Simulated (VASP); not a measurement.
# InAgTe2 (I-42d) in VASP: single point with PBE

Aim: the single point of InAgTe2 with PBE.

Everything below comes from runs of VASP 6.6.1. Logs are shortened: lines on timing, memory, paths and dates and some standing lists are left out, and cuts for length are marked.

### 1 The cell of the first run

The structure is tetragonal, space group I-42d (No. 122). Conventional cell: a = 6.209 Å, b = 6.209 Å, c = 12.424 Å, α = 90.00°, β = 90.00°, γ = 90.00°. Within 3.4 Å of Ag (site symmetry -4) lie 4 Te at 2.60 Å. Within 3.4 Å of Te (site symmetry 2) lie 2 Ag at 2.60 Å and 2 In at 2.78 Å. Within 3.7 Å of In (site symmetry -4) lie 4 Te at 2.78 Å.

### 2 Single point, PBE

INCAR reads:

```
SYSTEM = InAgTe2
PREC = Accurate
ENCUT = 500
EDIFF = 1E-6
ISMEAR = 0
SIGMA = 0.1763
LREAL = .False.
LASPH = .True.
NELM = 120
ALGO = Normal
ISIF = 2
LWAVE = .False.
LCHARG = .True.
GGA = PE
LELF = .True.
LVHAR = .True.
NBANDS = 46
GGA_COMPAT = .False.
```

KPOINTS reads:

```
regular mesh
0
Gamma
  3 3 3
  0 0 0
```

POSCAR reads:

```
InAgTe2
1.0
    0.0000000000      6.2091240000      0.0000000000
    6.2091240000      0.0000000000      0.0000000000
    3.1045620000      3.1045620000     -6.2121440000
Ag Te In
2 4 2
Direct
    0.0000000000      0.0000000000      0.0000000000
    0.7500000000      0.2500000000      0.5000000000
    0.3750000000      0.3500000000      0.7500000000
    0.6500000000      0.1250000000      0.2500000000
    0.8750000000      0.9000000000      0.7500000000
    0.1000000000      0.6250000000      0.2500000000
    0.5000000000      0.5000000000      0.0000000000
    0.2500000000      0.7500000000      0.5000000000
```

Potentials or basis: VASP PAW PBE potentials, release 64 (Ag, Te, In_d).

Command:

```sh
$ cat potpaw_PBE.64/Ag/POTCAR potpaw_PBE.64/Te/POTCAR potpaw_PBE.64/In_d/POTCAR > POTCAR
$ mpirun -np 1 vasp_std > vasp.out
```

OUTCAR:

```text
SYSTEM = InAgTe2
   PREC = Accurate
   ENCUT = 500
   EDIFF = 1E-6
   ISMEAR = 0
   LREAL = .False.
   LASPH = .True.
   NELM = 120
   ISIF = 2
   GGA = PE

 ion  position               nearest neighbor table
   1  0.000  0.000  0.000-   4 2.60   5 2.60   6 2.60   3 2.60
   2  0.750  0.250  0.500-   3 2.60   4 2.60   5 2.60   6 2.60
   3  0.375  0.350  0.750-   2 2.60   1 2.60   7 2.78   8 2.78
   4  0.650  0.125  0.250-   1 2.60   2 2.60   7 2.78   8 2.78
   5  0.875  0.900  0.750-   1 2.60   2 2.60   7 2.78   8 2.78
   6  0.100  0.625  0.250-   1 2.60   2 2.60   7 2.78   8 2.78
   7  0.500  0.500  0.000-   3 2.78   4 2.78   5 2.78   6 2.78
   8  0.250  0.750  0.500-   3 2.78   4 2.78   5 2.78   6 2.78

  LATTYP: Found a body centered tetragonal cell.
 ALAT       =     6.2091240000
 C/A-ratio  =     2.0009727620

  Lattice vectors:

 A1 = (  -3.1045620000,   3.1045620000,   6.2121440000)
 A2 = (   3.1045620000,  -3.1045620000,   6.2121440000)
 A3 = (   3.1045620000,   3.1045620000,  -6.2121440000)

Analysis of symmetry for initial positions (statically):
=====================================================================
 Subroutine PRICEL returns:
 Original cell was already a primitive cell.

 Routine SETGRP: Setting up the symmetry group for a
 body centered tetragonal supercell.

 Subroutine GETGRP returns: Found  8 space group operations
 (whereof  4 operations were pure point group operations)
 out of a pool of 16 trial point group operations.

The static configuration has the point symmetry S_4 .
 The point group associated with its full space group is D_2d.

Analysis of symmetry for dynamics (positions and initial velocities):
=====================================================================
 Subroutine PRICEL returns:
 Original cell was already a primitive cell.

 Routine SETGRP: Setting up the symmetry group for a
 body centered tetragonal supercell.

 Subroutine GETGRP returns: Found  8 space group operations
 (whereof  4 operations were pure point group operations)
 out of a pool of 16 trial point group operations.

The dynamic configuration has the point symmetry S_4 .
 The point group associated with its full space group is D_2d.

 Subroutine INISYM returns: Found  8 space group operations
 (whereof  4 operations are pure point group operations),
 and found     1 'primitive' translations

----------------------------------------------------------------------------------------

                                     Primitive cell

[... 89 lines left out ...]
   ISIF   =      2    stress and relaxation
   ISYM   =      2    0-nonsym 1-usesym 2-fastsym
   POTIM  = 0.5000    time-step for ionic-motion
   TEBEG  =    0.0;   TEEND  =   0.0 temperature during run
   PSTRESS=    0.0 pullay stress
   NELECT =      72.0000    total number of electrons
   NUPDOWN=      -1.0000    fix difference up-down
   EMIN   =  10.00;   EMAX   =-10.00  energy-range for DOS
   EFERMI =   0.00;   METHOD = LEGACY
   ISMEAR =     0;   SIGMA  =   0.18  broadening in eV -4-tet -1-fermi 0-gaus
   EFERMI_NEDOS =   21; number of points for ismear=-14 and -15
   IALGO  =     38    algorithm
   IMIX   =      4    mixing-type and parameters
     AMIX     =   0.40;   BMIX     =  1.00
     AMIX_MAG =   1.60;   BMIX_MAG =  1.00
  volume/ion in A,a.u.               =      29.94       202.03
  Fermi-wavevector in a.u.,A,eV,Ry     =   1.096693  2.072449 16.364200  1.202735
  Thomas-Fermi vector in A             =   2.233039
   LORBIT       =      0    0 simple, 1 ext, 2 COOP (PROOUT), +10 PAW based schemes
   GGA     = PE    functional components
   LHFCALC =     F    Hartree Fock is set to
   AEXX    =    0.0000 exact exchange contribution
   IVDW    =     0    specifies the selected vdW correction
   LEPSILON=     F    determine dielectric tensor
   LRPA    =     F    only Hartree local field effects (RPA)
 non-spin polarized calculation
 Gauss-broadening in eV      SIGMA  =   0.18
  energy-cutoff  :      500.00
  volume of cell :      239.50
 maximum number of plane-waves:      6107
 NGX is ok and might be reduce to    48
   NGX = 23   NGY = 23   NGZ = 27

 number of electron      71.9999994 magnetization

 Free energy of the ion-electron system (eV)
  ---------------------------------------------------
  ext. energy  EPLUGINS =         0.00000000
  ---------------------------------------------------
  free energy    TOTEN  =       -24.30000125 eV

  energy without entropy =      -24.29222798  energy(sigma->0) =      -24.29611462

 E-fermi :   6.0987     XC(G=0):  -9.1979

 val. band max:        5.9466596918   @ k =   0.0000   0.0000   0.0000
 cond. band min:       6.1702520092   @ k =   0.0000   0.0000   0.0000
 fundamental gap:      0.2235923174
 Fermi energy:         6.0987349352

 k-point     1 :       0.0000    0.0000    0.0000
  band No.  band energies     occupation
      1      -9.1864      2.00000
      2      -9.1764      2.00000
      3      -9.1764      2.00000
      4      -9.0975      2.00000
      5      -9.0794      2.00000
      6      -9.0794      2.00000
[... 283 lines left out ...]
     45      10.5244      0.00000
     46      10.8356      0.00000

------------------------ aborting loop because EDIFF is reached ----------------------------------------

  FORCE on cell =-STRESS in cart. coord.  units (eV):
  Direction    XX          YY          ZZ          XY          YZ          ZX
  --------------------------------------------------------------------------------------
  -------------------------------------------------------------------------------------
  Total       12.7840314     12.7840314     13.3473409      0.0000000      0.0000000      0.0000000
  in kB       85.5216814     85.5216814     89.2900685      0.0000000      0.0000000      0.0000000
  external PRESSURE =      86.7778104 kB  Pullay stress =       0.0000000 kB

 VOLUME and BASIS-vectors are now :
 -----------------------------------------------------------------------------
  energy-cutoff  :      500.00
  volume of cell :      239.50
      direct lattice vectors                 reciprocal lattice vectors
     0.000000000  6.209124000  0.000000000     0.000000000  0.161053314  0.080487510
     6.209124000  0.000000000  0.000000000     0.161053314  0.000000000  0.080487510
     3.104562000  3.104562000 -6.212144000     0.000000000  0.000000000 -0.160975019

 POSITION                                       TOTAL-FORCE (eV/Angst)
 -----------------------------------------------------------------------------------
      0.00000      0.00000      0.00000        -0.000000      0.000000     -0.000000
      3.10456      6.20912     -3.10607        -0.000000      0.000000     -0.000000
      4.50161      4.65684     -4.65911         0.931399      0.000000      0.000000
      1.55228      4.81207     -1.55304        -0.000000     -0.931399     -0.000000
      7.91663      7.76140     -4.65911        -0.931399      0.000000     -0.000000
      4.65684      1.39705     -1.55304        -0.000000      0.931399     -0.000000
      3.10456      3.10456      0.00000        -0.000000      0.000000     -0.000000
      6.20912      3.10456     -3.10607        -0.000000      0.000000     -0.000000
 -----------------------------------------------------------------------------------
    total drift:                               -0.000002     -0.000002      0.000007

  FREE ENERGIE OF THE ION-ELECTRON SYSTEM (eV)
  ---------------------------------------------------
  free  energy   TOTEN  =       -24.3000012503 eV

  energy  without entropy=      -24.2922279820  energy(sigma->0) =      -24.29611462
```

OSZICAR:

```text
N       E                     dE             d eps       ncg     rms          rms(c)
DAV:   1     0.602777491830E+03    0.60278E+03   -0.30078E+04   552   0.151E+03
DAV:   2     0.465463088657E+02   -0.55623E+03   -0.53536E+03   568   0.374E+02
DAV:   3    -0.216442904851E+02   -0.68191E+02   -0.66800E+02   658   0.144E+02
DAV:   4    -0.250247254782E+02   -0.33804E+01   -0.33559E+01   650   0.310E+01
DAV:   5    -0.251766677669E+02   -0.15194E+00   -0.15191E+00   776   0.728E+00    0.147E+01
DAV:   6    -0.243237576389E+02    0.85291E+00   -0.31621E+00   626   0.176E+01    0.102E+01
DAV:   7    -0.243020220105E+02    0.21736E-01   -0.10091E+00   722   0.526E+00    0.443E+00
DAV:   8    -0.243000684017E+02    0.19536E-02   -0.46816E-02   644   0.109E+00    0.152E+00
DAV:   9    -0.242992606532E+02    0.80775E-03   -0.13421E-02   710   0.985E-01    0.527E-01
DAV:  10    -0.242999278071E+02   -0.66715E-03   -0.34694E-03   614   0.341E-01    0.802E-02
DAV:  11    -0.242999401779E+02   -0.12371E-04   -0.44881E-04   730   0.180E-01    0.560E-02
DAV:  12    -0.242999750675E+02   -0.34890E-04   -0.86108E-05   638   0.461E-02    0.286E-02
DAV:  13    -0.242999997635E+02   -0.24696E-04   -0.30156E-05   592   0.258E-02    0.851E-03
DAV:  14    -0.243000010290E+02   -0.12655E-05   -0.21342E-06   524   0.116E-02    0.188E-03
DAV:  15    -0.243000012503E+02   -0.22132E-06   -0.15632E-06   424   0.595E-03
   1 F= -.24300001E+02 E0= -.24296115E+02  d E =-.777327E-02
```

Run time: 2.7 min. Hardware: 1 thread of Intel Xeon 8259CL, shared host; peak memory 0.36 GiB.

Results:

| Quantity | Value |
| --- | --- |
| Free energy | -24.3000 eV |
| Pressure | 8.7 GPa |
| Largest force | 0.931 eV/Å |
| Band gap on the k mesh | 0.22 eV |

Forces in eV/Å, atoms in the order of the input:
```
Ag   0.000  0.000  0.000
Ag   0.000  0.000  0.000
Te   0.931  0.000  0.000
Te   0.000 -0.931  0.000
Te  -0.931  0.000  0.000
Te   0.000  0.931  0.000
In   0.000  0.000  0.000
In   0.000  0.000  0.000
```

Levels at points of the mesh, in eV from the valence-band top:
```
           k point  band 33  band 34  band 35  band 36  band 37  band 38  band 39  band 40
(0.00, 0.00, 0.00)    -2.57    -0.02    -0.02     0.00     0.22     1.50     1.66     3.27
```

Caveat: the cell stands under pressure; semilocal functionals underestimate gaps, and a narrow one can read as zero; spin-orbit coupling is left out, which moves the levels of the heavy elements.
